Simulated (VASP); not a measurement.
## SnO2: single point with PBE

SnO2:

```
Sn O
1.0
     4.87947    0.00000    0.00000
     0.00000    4.87947    0.00000
     0.00000    0.00000    3.18640
Sn O
2 4
Direct
  0.00000 0.00000 0.00000
  0.50000 0.50000 0.50000
  0.30562 0.30562 0.00000
  0.19438 0.80562 0.50000
  0.69438 0.69438 0.00000
  0.80562 0.19438 0.50000
```

This cell differs from its parent crystal: equal xx and yy strain of +3 %.

```json
{
  "Program": "VASP 6.6.1",
  "Task": "single point",
  "Functional": "PBE",
  "Potentials or basis": "VASP PAW PBE potentials, release 64 (Sn_d, O)",
  "Cutoff": "520 eV",
  "k mesh": "4 × 4 × 6",
  "Occupations": "fermi-dirac, width 0.03 eV",
  "Spin": "no spin polarisation"
}
```

```json
{
  "Pressure": "0.5 GPa",
  "Largest force": "0.083 eV/Å",
  "Band gap on the k mesh": "0.69 eV, direct"
}
```

Forces in eV/Å, atoms in the order of the input:
```
Sn   0.000  0.000  0.000
Sn   0.000  0.000  0.000
O    0.058  0.058  0.000
O   -0.058  0.058  0.000
O   -0.058 -0.058  0.000
O    0.058 -0.058  0.000
```

Stress tensor (GPa, compression positive):
```
-1.32  0.00  0.00
 0.00 -1.32  0.00
 0.00  0.00  4.01
```

Levels at points of the mesh, in eV from the valence-band top:
```
           k point  band 23  band 24  band 25  band 26  band 27  band 28  band 29  band 30
(0.00, 0.00, 0.00)    -1.20    -0.77    -0.77     0.00     0.69     5.89     6.19     6.19
(0.50, 0.00, 0.00)    -1.16    -1.16    -0.63    -0.63     3.84     3.84     6.98     6.98
(0.50, 0.50, 0.00)    -1.26    -1.26    -0.90    -0.90     4.31     4.31     7.25     7.25
(0.00, 0.00, 0.50)    -1.51    -1.51    -1.18    -1.18     5.53     5.53     9.21     9.21
(0.50, 0.00, 0.50)    -1.03    -1.03    -0.80    -0.80     5.76     5.76     7.41     7.41
(0.50, 0.50, 0.50)    -0.93    -0.93    -0.81    -0.81     4.23     4.23     8.59     8.59
```

Run time: 21 s on 1 thread of Intel(R) Xeon(R) 6975P-C (Granite Rapids), with other jobs on the host, peak memory 0.19 GiB.

Caveat: the cell differs from its parent crystal (equal xx and yy strain of +3 %); spin-orbit coupling is left out, which moves the levels of the heavy elements.
